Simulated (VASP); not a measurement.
Here is a VASP 6.6.1 calculation.

The input INCAR:

```
SYSTEM = MgO
PREC = Accurate
ENCUT = 520
EDIFF = 1E-6
ISMEAR = 0
SIGMA = 0.05
LREAL = .FALSE.
LASPH = .TRUE.
NELM = 60
ALGO = Normal
ISIF = 2
LWAVE = .FALSE.
LCHARG = .FALSE.
GGA = PE
NBANDS = 26
```

The input KPOINTS:

```
regular mesh
0
G
  9 9 4
  0 0 0
```

POSCAR

```
MgO
1.0
    3.0028330754      0.0000000000      0.0000000000
   -1.5014165377      2.6005297266      0.0000000000
    0.0000000000      0.0000000000     11.5446920417
Mg O
4 4
Direct
    0.3333333333      0.6666666667      0.9694906392
    0.0000000000      0.0000000000      0.2208211786
    0.0000000000      0.0000000000      0.7208211786
    0.6666666667      0.3333333333      0.4694906392
    0.3333333333      0.6666666667      0.7800420079
    0.0000000000      0.0000000000      0.5296443544
    0.0000000000      0.0000000000      0.0296443544
    0.6666666667      0.3333333333      0.2800420079
```

Potentials or basis: VASP PAW PBE potentials, release 64 (Mg, O).

Run with:

```sh
$ cat potpaw_PBE.64/Mg/POTCAR potpaw_PBE.64/O/POTCAR > POTCAR
$ mpirun -np 1 vasp_std > vasp.out
```

(1) Predict the band gap on the k mesh.

(2) Predict the largest force.

(3) Estimate the pressure.

Answers

(1) 3.43 eV, direct.

(2) 1.369 eV/Å.

(3) 17.3 GPa.

Caveat: forces of over 1 eV/Å act on the atoms, so gaps and moduli don't describe the material at rest.
